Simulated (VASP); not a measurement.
A run of VASP 6.6.1 is set up as follows.

File INCAR:

```
SYSTEM = Br
PREC = Accurate ; ENCUT = 520
EDIFF = 1E-6 ; ISMEAR = -1
SIGMA = 0.05 ; LREAL = .FALSE.
LASPH = .TRUE. ; NELM = 60
ALGO = Normal ; ISIF = 2
LWAVE = .FALSE. ; LCHARG = .TRUE.
GGA = PE ; LELF = .TRUE.
LVHAR = .TRUE. ; NBANDS = 14
```

The input KPOINTS:

```
regular mesh
0
G
  14 14 8
  0 0 0
```

File POSCAR:

```
Br
1.0
    3.5920633964      0.0000000000      0.0000000000
   -1.7960316982      3.1108181533      0.0000000000
    0.0000000000      0.0000000000      4.3157169309
Br
2
Direct
    0.3333333333      0.6666666667      0.2500000000
    0.6666666667      0.3333333333      0.7500000000
```

Potentials or basis: VASP PAW PBE potentials, release 64 (Br).

The run is started by

```console
$ cat potpaw_PBE.64/Br/POTCAR > POTCAR
$ mpirun -np 1 vasp_std > vasp.out
```

Task: Estimate the band gap on the k mesh.

Result: Zero (band 7 reaches 3.96 eV, above the bottom of band 8 at 1.96 eV).

Task: What does it give for the pressure?

Result: 5.9 GPa.
